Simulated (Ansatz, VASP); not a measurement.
AlCo in VASP and in Ansatz

```
Co Al
1.0
     2.82000    0.00000    0.00000
     0.00000    2.82000    0.00000
     0.00000    0.00000    2.82000
Co Al
1 1
Direct
  0.00000 0.00000 0.00000
  0.50000 0.50000 0.50000
```

Alike in both runs: task single point; functional PBE; k mesh 6 × 6 × 6; occupations gaussian, width 0.1 eV; no spin polarisation.

|  | VASP | Ansatz |
| --- | --- | --- |
| version | VASP 6.6.1 | Ansatz 0.2.0 |
| potentials or method | VASP PAW PBE potentials, release 64 (Co, Al), cutoff 600 eV | scalar-relativistic, plane waves, PAW |
| valence electrons in the cell | 12 | 20 |

Ansatz gave:

| Property | Result |
| --- | --- |
| gap on the k mesh at the Fermi level (eV) | none |
| pressure (GPa) | 6.8 |

**Question.** What did VASP give for the same quantities?

**Answer.** gap on the k mesh at the Fermi level (eV): none; pressure (GPa): 6.7.

A gap of «none» marks a metal or a gap that the smearing closes. With one functional, cell and mesh, what is left measures potentials, basis and numerics. VASP's potentials hold 12 valence electrons a cell and Ansatz's 20, so a difference there can come from the potentials and not from the codes.

The k mesh is coarse, so the values compare programs but aren't converged.
